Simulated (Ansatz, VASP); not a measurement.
# W: VASP beside Ansatz

```
W
1.0
    -1.63723    1.63723    1.63723
     1.63723   -1.63723    1.63723
     1.63723    1.63723   -1.63723
W
1
Direct
  0.00000 0.00000 0.00000
```

Change from the starting cell: strain +0.025 along x and y, +0.025 along z, atoms carried along.

Alike in both runs: task single point; functional PBEsol; k mesh 20 × 20 × 20; occupations gaussian, width 0.15 eV; no spin polarisation.

|  | VASP | Ansatz |
| --- | --- | --- |
| version | VASP 6.6.1 | Ansatz 0.2.0 |
| potentials or method | VASP PAW PBE potentials, release 64 (W_sv), cutoff 520 eV | scalar-relativistic, plane waves, PAW |
| valence electrons in the cell | 14 | 14 |

```tsv
	VASP	Ansatz	Ansatz less VASP
gap on the k mesh at the Fermi level (eV)	none	none	-
pressure (GPa)	-28.5	-28.7	-0.26
```

VASP's potentials were made for PBE, not for PBEsol. A gap of «none» marks a metal or a gap that the smearing closes. Both programs put the cell under strong tension, so it lies far from rest at this level. The functional is the same, so the differences come from potentials, cutoffs and numerics.

Neither program's run includes spin-orbit coupling.
